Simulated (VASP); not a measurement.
**Hf2Bi3Au: single point with r2SCAN**

Crystal: Hf2Bi3Au.

```xyz
6
Lattice="4.0493 0.0000 0.0000 0.0000 4.0493 0.0000 0.0000 0.0000 8.8745" Properties=species:S:1:pos:R:3 pbc="T T T"
Bi    2.0246    2.0246    0.0000
Bi    0.0000    2.0246    3.3554
Bi    2.0246    0.0000    5.5191
Au    0.0000    0.0000    0.0000
Hf    0.0000    2.0246    6.5418
Hf    2.0246    0.0000    2.3327
```

```
Program                : VASP 6.6.1
Task                   : single point
Functional             : r2SCAN
Potentials or basis    : VASP PAW PBE potentials, release 64 (Bi_d, Au, Hf_pv)
Cutoff                 : 520 eV
k mesh                 : 6 × 6 × 4
Occupations            : methfessel-paxton, width 0.0161 eV
Spin                   : no spin polarisation
Dipole correction      : no
Further INCAR settings : ALGO = Normal; EDIFF = 1e-06; NBANDS = 47
```

- Pressure: 0.7 GPa
- Largest force: 0.006 eV/Å
- Band gap on the k mesh: zero (bands 38 and 39 overlap by 2.46 eV)

Forces on the atoms (eV/Å):
```
Bi   0.000  0.000  0.000
Bi   0.000  0.000 -0.006
Bi   0.000  0.000  0.006
Au   0.000  0.000  0.000
Hf   0.000  0.000  0.005
Hf   0.000  0.000 -0.005
```

Stress tensor (GPa, compression positive):
```
 1.77  0.00  0.00
 0.00  1.77  0.00
 0.00  0.00 -1.47
```

Levels at points of the mesh, in eV from the Fermi level:
| k point | band 36 | band 37 | band 38 | band 39 | band 40 | band 41 |
| --- | --- | --- | --- | --- | --- | --- |
| (0.00, 0.00, 0.00) | -1.35 | -1.03 | 0.69 | 0.69 | 1.00 | 1.10 |
| (0.50, 0.00, 0.00) | -1.10 | -0.94 | 0.57 | 0.82 | 1.42 | 1.92 |
| (0.50, 0.50, 0.00) | -2.08 | -2.08 | -1.94 | -1.70 | -0.04 | 2.37 |
| (0.00, 0.00, 0.50) | -1.48 | -0.86 | -0.71 | 0.85 | 0.85 | 1.41 |
| (0.50, 0.00, 0.50) | -1.48 | -0.24 | 0.38 | 0.96 | 1.71 | 2.35 |
| (0.50, 0.50, 0.50) | -1.91 | -1.81 | -1.43 | -1.43 | -0.09 | 2.34 |

Wall time 19 min on 1 thread of Oxide Virtual Turin-like Processor (shared host), peak memory 0.34 GiB.

Caveat: the PAW data sets were made with another functional, which shifts forces and pressure a little; spin-orbit coupling is left out, which moves the levels of the heavy elements.
